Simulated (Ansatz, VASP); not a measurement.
# One calculation of Cu, two programs

```
Cu
1.0
    -1.42247    1.42247    1.37738
     1.42247   -1.42247    1.37738
     1.42247    1.42247   -1.37738
Cu
1
Direct
  0.00000 0.00000 0.00000
```

Alike in both runs: task single point; functional LDA; k mesh 24 × 24 × 24; occupations gaussian, width 0.15 eV; no spin polarisation.

|  | VASP | Ansatz |
| --- | --- | --- |
| version | VASP 6.6.1 | Ansatz 0.2.0 |
| potentials or method | VASP PAW LDA potentials, release 64 (Cu), cutoff 520 eV | scalar-relativistic, plane waves, PAW |
| valence electrons in the cell | 11 | 19 |

Ansatz gave:

* gap on the k mesh at the Fermi level (eV): none
* pressure (GPa): -3.6
* traceless stress, the component that is largest in VASP (GPa): -0.11

Which values does VASP return?

gap on the k mesh at the Fermi level (eV): none; pressure (GPa): -2.7; traceless stress, the component that is largest in VASP (GPa): -0.12.

Ansatz warns that its potentials were made for another functional, while VASP's fit it. LDA's correlation is that of Perdew and Zunger in VASP and of Perdew and Wang (1992) in Ansatz. A gap of «none» marks a metal or a gap that the smearing closes. VASP's potentials hold 11 valence electrons a cell and Ansatz's 19, so a difference there can come from the potentials and not from the codes.
